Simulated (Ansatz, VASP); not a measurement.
One calculation of Te, two programs

```
Te
1.0
     2.74610   -4.65414    0.00000
     2.74610    4.65414    0.00000
     0.00000    0.00000    5.49951
Te
4
Cartesian
  2.7461 3.2346 0.4317
  2.7461 -1.4195 2.3180
  2.7461 -3.2346 5.0678
  2.7461 1.4195 3.1815
```

Alike in both runs: task relaxation of cell and atoms; functional PBE; k mesh 4 × 4 × 4; occupations gaussian, width 0.1 eV; no spin polarisation.

|  | VASP | Ansatz |
| --- | --- | --- |
| version | VASP 6.6.1 | Ansatz 0.2.0 |
| potentials or method | VASP PAW PBE potentials, release 64 (Te), cutoff 500 eV | scalar-relativistic, plane waves, PAW |
| valence electrons in the cell | 24 | 64 |

```tsv
	VASP	Ansatz	Ansatz less VASP
gap on the k mesh at the Fermi level, each at its own relaxed structure (eV)	none	none	-
relaxed volume (Å³/atom)	37.04	36.08	-0.957
relaxed cell length with the largest relative difference (Å)	7.903	5.722	-2.1810
```

A gap of «none» marks a metal or a gap that the smearing closes. One of these differences is far larger than is usual between the two programs; its cause wasn't traced. VASP's potentials hold 24 valence electrons a cell and Ansatz's 64, so a difference there can come from the potentials and not from the codes.

Spin-orbit coupling is off throughout.
